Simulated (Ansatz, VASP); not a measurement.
# Al3Cu in VASP and in Ansatz

POSCAR

```
Al3Cu
1.0
    3.7687605907      0.0000000000      0.0000000000
    0.0000000000      3.7687605907      0.0000000000
    0.0000000000      0.0000000000      3.7687605907
Al Cu
3 1
Direct
    0.0000000000      0.5000000000      0.5000000000
    0.5000000000      0.0000000000      0.5000000000
    0.5000000000      0.5000000000      0.0000000000
    0.0000000000      0.0000000000      0.0000000000
```

INCAR.step1

```
PREC     = Accurate       # precision mode
ENCUT    = 520            # plane-wave cutoff, eV
ISMEAR   = 0              # smearing method
SIGMA    = 0.1            # smearing width, eV
LREAL    = False          # projectors in reciprocal space
LASPH    = True           # aspherical terms in the spheres
NELM     = 60             # most SCF steps
NBANDS   = 18             # bands
GGA      = PE             # functional
ALGO     = Normal         # electronic algorithm
EDIFF    = 1E-4           # SCF threshold, eV
LWAVE    = True           # write WAVECAR
LCHARG   = False          # write CHGCAR
```

INCAR.step2

```
PREC     = Accurate       # precision mode
ENCUT    = 520            # plane-wave cutoff, eV
EDIFF    = 1E-6           # SCF threshold, eV
ISMEAR   = 0              # smearing method
SIGMA    = 0.1            # smearing width, eV
LREAL    = False          # projectors in reciprocal space
LASPH    = True           # aspherical terms in the spheres
NELM     = 60             # most SCF steps
ALGO     = Normal         # electronic algorithm
ISIF     = 2              # what is computed and relaxed
LWAVE    = False          # write WAVECAR
LCHARG   = True           # write CHGCAR
METAGGA  = R2SCAN         # meta-GGA
LMIXTAU  = True         
LELF     = True           # ELF
LVHAR    = True         
NBANDS   = 18             # bands
ISTART   = 1
```

Contents of KPOINTS:

```
regular mesh
0
Gamma
  12 12 12
```

Input for Ansatz:

```yaml
crystal:
  lattice:
    - [3.7687605907, 0.0, 0.0]
    - [0.0, 3.7687605907, 0.0]
    - [0.0, 0.0, 3.7687605907]
  atoms:
    - { symbol: Al, position: [0.0, 0.5, 0.5] }
    - { symbol: Al, position: [0.5, 0.0, 0.5] }
    - { symbol: Al, position: [0.5, 0.5, 0.0] }
    - { symbol: Cu, position: [0.0, 0.0, 0.0] }
basis:
  ecutwfc: 500
kpoints:
  mp_grid: { grid: [12, 12, 12] }
hamiltonian:
  xc: r2scan
scf:
  occupations: { method: gaussian, width: 0.1 }
output:
  forces: true
  stress: true
  eigenvalues: true
```

Alike in both runs: task single point; functional r2SCAN; k mesh 12 × 12 × 12; occupations gaussian, width 0.1 eV; no spin polarisation.

|  | VASP | Ansatz |
| --- | --- | --- |
| version | VASP 6.6.1 | Ansatz 0.2.0 |
| potentials or method | VASP PAW PBE potentials, release 64 (Al, Cu), cutoff 520 eV | scalar-relativistic, plane waves, PAW |
| valence electrons in the cell | 20 | 28 |

|  | VASP | Ansatz | Ansatz less VASP |
| --- | --- | --- | --- |
| gap on the k mesh at the Fermi level (eV) | none | none | - |
| pressure (GPa) | 11.9 | 12.1 | +0.24 |

VASP's potentials were made for PBE, not for r2SCAN. A gap of «none» marks a metal or a gap that the smearing closes. With one functional, cell and mesh, what is left measures potentials, basis and numerics. VASP's potentials hold 20 valence electrons a cell and Ansatz's 28, so a difference there can come from the potentials and not from the codes.
